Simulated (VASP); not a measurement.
# Re (P-3m1) in VASP: a series of runs

The runs below take Re through single point, with PBE.

All numbers are computed with VASP 6.6.1; they aren't measurements. Logs are shortened: lines on timing, memory, paths and dates and some standing lists are left out, and cuts for length are marked.

## 1. The cell of the first run

Symmetry: P-3m1, No. 164, trigonal system. Conventional cell: a = 2.886 Å, b = 2.886 Å, c = 4.484 Å, α = 90.00°, β = 90.00°, γ = 120.00°. Re (site symmetry 3m) has 12 Re at 2.57 to 3.03 Å within 3.4 Å.

## 2. Single point, PBE (atoms displaced along a vibrational mode, the cell strained)

The input, INCAR:

```
PREC = Accurate ; ENCUT = 520
EDIFF = 1E-6 ; ISMEAR = 0
SIGMA = 0.15 ; LREAL = F
LASPH = T ; NELM = 80
ALGO = Fast ; ISIF = 2
LWAVE = F ; LCHARG = T
GGA = PE ; LELF = T
LVHAR = T ; NBANDS = 14
```

The input, KPOINTS:

```
regular mesh
0
Gamma
  18 18 10
```

The input, POSCAR:

```
Re
1.0
    2.8858171185      0.0000000000      0.0000000000
   -1.4429085592      2.4991909353      0.0000000000
    0.0000000000      0.0000000000      4.4842238099
Re
2
Direct
    0.3333333333      0.6666666667      0.2174860118
    0.6666666667      0.3333333333      0.7825139882
```

Potentials or basis: VASP PAW PBE potentials, release 64 (Re).

Started as:

```sh
$ cat potpaw_PBE.64/Re/POTCAR > POTCAR
$ mpirun -np 1 vasp_std > vasp.out
```

OUTCAR:

```text
PREC = Accurate
   ENCUT = 520
   EDIFF = 1E-6
   ISMEAR = 0
   LREAL = F
   LASPH = T
   NELM = 80
   ISIF = 2
   GGA = PE

 ion  position               nearest neighbor table
   1  0.333  0.667  0.217-   2 2.57   2 2.57   2 2.57   2 3.03   2 3.03   2 3.03
   2  0.667  0.333  0.783-   1 2.57   1 2.57   1 2.57   1 3.03   1 3.03   1 3.03

  LATTYP: Found a hexagonal cell.
 ALAT       =     2.8858171185
 C/A-ratio  =     1.5538835712

  Lattice vectors:

 A1 = (   2.8858171185,   0.0000000000,   0.0000000000)
 A2 = (  -1.4429085592,   2.4991909353,   0.0000000000)
 A3 = (   0.0000000000,   0.0000000000,   4.4842238099)

Analysis of symmetry for initial positions (statically):
=====================================================================
 Subroutine PRICEL returns:
 Original cell was already a primitive cell.

 Routine SETGRP: Setting up the symmetry group for a
 hexagonal supercell.

 Subroutine GETGRP returns: Found 12 space group operations
 (whereof 12 operations were pure point group operations)
 out of a pool of 24 trial point group operations.

The static configuration has the point symmetry D_3d.

Analysis of symmetry for dynamics (positions and initial velocities):
=====================================================================
 Subroutine PRICEL returns:
 Original cell was already a primitive cell.

 Routine SETGRP: Setting up the symmetry group for a
 hexagonal supercell.

 Subroutine GETGRP returns: Found 12 space group operations
 (whereof 12 operations were pure point group operations)
 out of a pool of 24 trial point group operations.

The dynamic configuration has the point symmetry D_3d.

 Subroutine INISYM returns: Found 12 space group operations
 (whereof 12 operations are pure point group operations),
 and found     1 'primitive' translations

----------------------------------------------------------------------------------------

                                     Primitive cell

  volume of cell :      32.3412

  direct lattice vectors                    reciprocal lattice vectors
     2.885817118  0.000000000  0.000000000     0.346522305  0.200064746  0.000000000
    -1.442908559  2.499190935  0.000000000     0.000000000  0.400129492  0.000000000
     0.000000000  0.000000000  4.484223810     0.000000000  0.000000000  0.223004034

  length of vectors
     2.885817118  2.885817118  4.484223810     0.400129492  0.400129492  0.223004034

  position of ions in fractional coordinates (direct lattice)
     0.333333333  0.666666667  0.217486012
     0.666666667  0.333333333  0.782513988

  ion indices of the primitive-cell ions
   primitive index   ion index
                 1           1
                 2           2

----------------------------------------------------------------------------------------

 KPOINTS: regular mesh

Automatic generation of k-mesh.
 Grid dimensions read from file:
 generate k-points for:   18   18   10

 Generating k-lattice:

  Cartesian coordinates                     Fractional coordinates (reciprocal lattice)
     0.019251239  0.011114708  0.000000000     0.055555556 -0.000000000  0.000000000
     0.000000000  0.022229416  0.000000000     0.000000000  0.055555556  0.000000000
     0.000000000  0.000000000  0.022300403     0.000000000  0.000000000  0.100000000

  Length of vectors
     0.022229416  0.022229416  0.022300403

  Shift w.r.t. Gamma in fractional coordinates (k-lattice)
     0.000000000  0.000000000  0.000000000

 Subroutine IBZKPT returns following result:
 ===========================================

 Found    330 irreducible k-points:

 Following reciprocal coordinates:
            Coordinates               Weight
  0.000000  0.000000  0.000000      1.000000
  0.055556 -0.000000  0.000000      6.000000
  0.111111 -0.000000  0.000000      6.000000
  0.166667 -0.000000  0.000000      6.000000
  0.222222 -0.000000  0.000000      6.000000
  0.277778 -0.000000  0.000000      6.000000
[... 16 lines left out ...]
  0.333333  0.111111  0.000000     12.000000
  0.388889  0.111111  0.000000     12.000000
 [... further k-points ...]
   k-points           NKPTS =    330   k-points in BZ     NKDIM =    330   number of bands    NBANDS=     14
   number of dos      NEDOS =    301   number of ions     NIONS =      2
   total plane-waves  NPLWV =  20736
   dimension x,y,z NGX =    24 NGY =   24 NGZ =   36
   dimension x,y,z NGXF=    48 NGYF=   48 NGZF=   72
   ions per type =               2
   NGX,Y,Z   is equivalent  to a cutoff of  13.83, 13.83, 13.35 a.u.
   NGXF,Y,Z  is equivalent  to a cutoff of  27.65, 27.65, 26.69 a.u.
 SYSTEM =  unknown system
   PREC   = accura    normal or accurate (medium, high low for compatibility)
   ISTART =      0    job   : 0-new  1-cont  2-samecut
   ICHARG =      2    charge: 1-file 2-atom 10-const
   ISPIN  =      1    spin polarized calculation?
   LNONCOLLINEAR =      F non collinear calculations
   LSORBIT =      F    spin-orbit coupling
   LASPH  =      T    aspherical Exc in radial PAW
   ENCUT  =  520.0 eV  38.22 Ry    6.18 a.u.   5.37  5.37  8.34*2*pi/ulx,y,z
   NELM   =     80;   NELMIN=  2; NELMDL= -5     # of ELM steps
   EDIFF  = 0.1E-05   stopping-criterion for ELM
   LREAL  =      F    real-space projection
   EDIFFG = 0.1E-04   stopping-criterion for IOM
   NSW    =      0    number of steps for IOM
   IBRION =     -1    ionic relax: 0-MD 1-quasi-New 2-CG
   NFREE  =      0    steps in history (QN), initial steepest desc. (CG)
   ISIF   =      2    stress and relaxation
   ISYM   =      2    0-nonsym 1-usesym 2-fastsym
   POTIM  = 0.5000    time-step for ionic-motion
   TEBEG  =    0.0;   TEEND  =   0.0 temperature during run
   PSTRESS=    0.0 pullay stress
   NELECT =      14.0000    total number of electrons
   NUPDOWN=      -1.0000    fix difference up-down
   EMIN   =  10.00;   EMAX   =-10.00  energy-range for DOS
   EFERMI =   0.00;   METHOD = LEGACY
   ISMEAR =     0;   SIGMA  =   0.15  broadening in eV -4-tet -1-fermi 0-gaus
   EFERMI_NEDOS =   21; number of points for ismear=-14 and -15
   IALGO  =     68    algorithm
   IMIX   =      4    mixing-type and parameters
     AMIX     =   0.40;   BMIX     =  1.00
     AMIX_MAG =   1.60;   BMIX_MAG =  1.00
  volume/ion in A,a.u.               =      16.17       109.12
  Fermi-wavevector in a.u.,A,eV,Ry     =   1.238413  2.340262 20.866819  1.533668
  Thomas-Fermi vector in A             =   2.372940
   LORBIT       =      0    0 simple, 1 ext, 2 COOP (PROOUT), +10 PAW based schemes
   GGA     = PE    functional components
   LHFCALC =     F    Hartree Fock is set to
   AEXX    =    0.0000 exact exchange contribution
   IVDW    =     0    specifies the selected vdW correction
   LEPSILON=     F    determine dielectric tensor
   LRPA    =     F    only Hartree local field effects (RPA)
 non-spin polarized calculation
 RMM-DIIS sequential band-by-band and
 Gauss-broadening in eV      SIGMA  =   0.15
  energy-cutoff  :      520.00
  volume of cell :       32.34
 maximum number of plane-waves:       899
 NGX is ok and might be reduce to    24
   NGX = 11   NGY = 11   NGZ = 17

 number of electron      13.9999999 magnetization

 Free energy of the ion-electron system (eV)
  ---------------------------------------------------
  ext. energy  EPLUGINS =         0.00000000
  ---------------------------------------------------
  free energy    TOTEN  =       -24.42740557 eV

  energy without entropy =      -24.40566620  energy(sigma->0) =      -24.41653588

 E-fermi :   6.7752     XC(G=0): -13.1529

 val. band max:        6.7749620857   @ k =   0.4444   0.1111   0.2000
 cond. band min:       6.7815379239   @ k =  -0.1667  -0.4444   0.1000
 fundamental gap:      0.0065758382
 Fermi energy:         6.7751575543

 k-point     1 :       0.0000    0.0000    0.0000
  band No.  band energies     occupation
      1      -2.4288      2.00000
      2       0.6803      2.00000
      3       5.0100      2.00000
      4       5.0100      2.00000
      5       5.3227      2.00000
      6       5.3227      2.00000
      7       5.7170      2.00000
      8       7.3521      0.00000
      9       7.3521      0.00000
     10       8.4335      0.00000
     11      10.1094      0.00000
     12      10.1094      0.00000
     13      14.9504      0.00000
     14      20.4341      0.00000

 k-point     2 :       0.0556   -0.0000    0.0000
  band No.  band energies     occupation
      1      -2.3169      2.00000
      2       0.7780      2.00000
      3       4.7642      2.00000
      4       5.0960      2.00000
      5       5.2499      2.00000
      6       5.3605      2.00000
      7       5.9136      2.00000
      8       7.2313      0.00002
      9       7.3340      0.00000
     10       7.9671      0.00000
     11      10.1724      0.00000
     12      10.7455      0.00000
     13      15.0023      0.00000
     14      20.6703      0.00000

 k-point     3 :       0.1111   -0.0000    0.0000
  band No.  band energies     occupation
      1      -1.9895      2.00000
      2       1.0531      2.00000
      3       4.3082      2.00000
      4       5.0476      2.00000
      5       5.2842      2.00000
      6       5.5075      2.00000
      7       6.1736      2.00000
      8       6.8180      0.68607
      9       7.3367      0.00000
     10       7.4767      0.00000
     11      10.3339      0.00000
     12      11.8933      0.00000
     13      15.1309      0.00000
     14      21.3145      0.00000

 k-point     4 :       0.1667   -0.0000    0.0000
  band No.  band energies     occupation
      1      -1.4724      2.00000
      2       1.4383      2.00000
      3       3.8316      2.00000
      4       4.7690      2.00000
      5       5.3280      2.00000
      6       5.8041      2.00000
      7       5.9206      2.00000
      8       6.8937      0.26392
      9       7.2219      0.00003
     10       7.4852      0.00000
     11      10.5376      0.00000
     12      13.1382      0.00000
     13      15.2754      0.00000
     14      21.9090      0.00000

 k-point     5 :       0.2222   -0.0000    0.0000
  band No.  band energies     occupation
      1      -0.8152      2.00000
      2       1.7742      2.00000
      3       3.4369      2.00000
      4       4.4933      2.00000
      5       5.2275      2.00000
      6       5.2810      2.00000
      7       6.5346      1.97668
      8       6.9445      0.11033
      9       7.4412      0.00000
     10       7.8558      0.00000
     11      10.7344      0.00000
[... 276 lines left out ...]
 k-point    22 :       0.2778    0.1111    0.0000
  band No.  band energies     occupation
      1       0.8564      2.00000
      2       1.9548      2.00000
      3       2.7937      2.00000
      4       3.8963      2.00000
      5       4.6250      2.00000
      6       5.6359      2.00000
      7       6.4595      1.99708
      8       8.3822      0.00000
      9       8.5534      0.00000
     10       9.7835      0.00000
     11      10.8702      0.00000
     12      15.2919      0.00000
     13      17.1088      0.00000
     14      17.2503      0.00000

 k-point    23 :       0.3333    0.1111    0.0000
  band No.  band energies     occupation
      1       1.3234      2.00000
      2       1.7288      2.00000
      3       2.5523      2.00000
      4       4.0999      2.00000
      5       4.7103      2.00000
      6       5.7194      2.00000
      7       6.5406      1.97302
      8       9.0418      0.00000
      9       9.2632      0.00000
     10      10.5525      0.00000
     11      10.9486      0.00000
     12      14.9937      0.00000
     13      15.9319      0.00000
     14      17.3627      0.00000

 k-point    24 :       0.3889    0.1111    0.0000
  band No.  band energies     occupation
      1       1.4716      2.00000
      2       1.6628      2.00000
      3       2.3662      2.00000
      4       4.3403      2.00000
      5       4.7922      2.00000
      6       5.7613      2.00000
      7       6.7258      1.35824
      8       9.6896      0.00000
      9       9.7957      0.00000
     10      10.7527      0.00000
     11      11.4804      0.00000
     12      13.8120      0.00000
     13      15.8708      0.00000
     14      16.7275      0.00000

 [... further k-points ...]

------------------------ aborting loop because EDIFF is reached ----------------------------------------

  FORCE on cell =-STRESS in cart. coord.  units (eV):
  Direction    XX          YY          ZZ          XY          YZ          ZX
  --------------------------------------------------------------------------------------
  -------------------------------------------------------------------------------------
  Total       -3.7409272     -3.7409272     -0.2841232     -0.0000000      0.0000000      0.0000000
  in kB     -185.3251294   -185.3251294    -14.0754323     -0.0000000      0.0000000      0.0000000
  external PRESSURE =    -128.2418971 kB  Pullay stress =       0.0000000 kB

 VOLUME and BASIS-vectors are now :
 -----------------------------------------------------------------------------
  energy-cutoff  :      520.00
  volume of cell :       32.34
      direct lattice vectors                 reciprocal lattice vectors
     2.885817118  0.000000000  0.000000000     0.346522305  0.200064746  0.000000000
    -1.442908559  2.499190935  0.000000000     0.000000000  0.400129492  0.000000000
     0.000000000  0.000000000  4.484223810     0.000000000  0.000000000  0.223004034

 POSITION                                       TOTAL-FORCE (eV/Angst)
 -----------------------------------------------------------------------------------
     -0.00000      1.66613      0.97526         0.000000      0.000000      2.208624
      1.44291      0.83306      3.50897        -0.000000     -0.000000     -2.208624
 -----------------------------------------------------------------------------------
    total drift:                               -0.000000      0.000000     -0.000000

  FREE ENERGIE OF THE ION-ELECTRON SYSTEM (eV)
  ---------------------------------------------------
  free  energy   TOTEN  =       -24.4274055732 eV

  energy  without entropy=      -24.4056661959  energy(sigma->0) =      -24.41653588
```

Wall time 59 s (1 thread of Intel Xeon 6975P-C (Granite Rapids), shared host); peak memory 0.25 GiB.

Results:

```
Free energy            : -24.4274 eV
Pressure               : -12.8 GPa
Largest force          : 2.209 eV/Å
Band gap on the k mesh : zero (bands 7 and 8 overlap by 2.43 eV)
```

Forces on the atoms (eV/Å):
```
Re   0.000  0.000  2.209
Re   0.000  0.000 -2.209
```

Levels at points of the mesh, in eV from the Fermi level:
| k point | band 4 | band 5 | band 6 | band 7 | band 8 | band 9 | band 10 | band 11 |
| --- | --- | --- | --- | --- | --- | --- | --- | --- |
| (0.00, 0.00, 0.00) | -1.77 | -1.45 | -1.45 | -1.06 | 0.58 | 0.58 | 1.66 | 3.33 |
| (0.50, 0.00, 0.00) | -2.19 | -1.72 | -0.91 | 0.05 | 3.00 | 3.50 | 4.40 | 5.16 |
| (0.00, 0.00, 0.50) | -1.98 | -1.98 | -1.94 | -1.94 | -0.26 | 1.92 | 1.92 | 3.12 |
| (0.50, 0.00, 0.50) | -2.53 | -1.04 | 0.78 | 0.95 | 1.42 | 3.16 | 3.19 | 3.75 |

Caveat: the cell differs from its parent crystal (atoms displaced along a vibrational mode, the cell strained); the stress differs along the axes, from -19 to -1 GPa; spin-orbit coupling is left out, which moves the levels of the heavy elements; forces of over 1 eV/Å act on the atoms, so gaps and moduli don't describe the material at rest.

(Continued in part 2 of 2.)
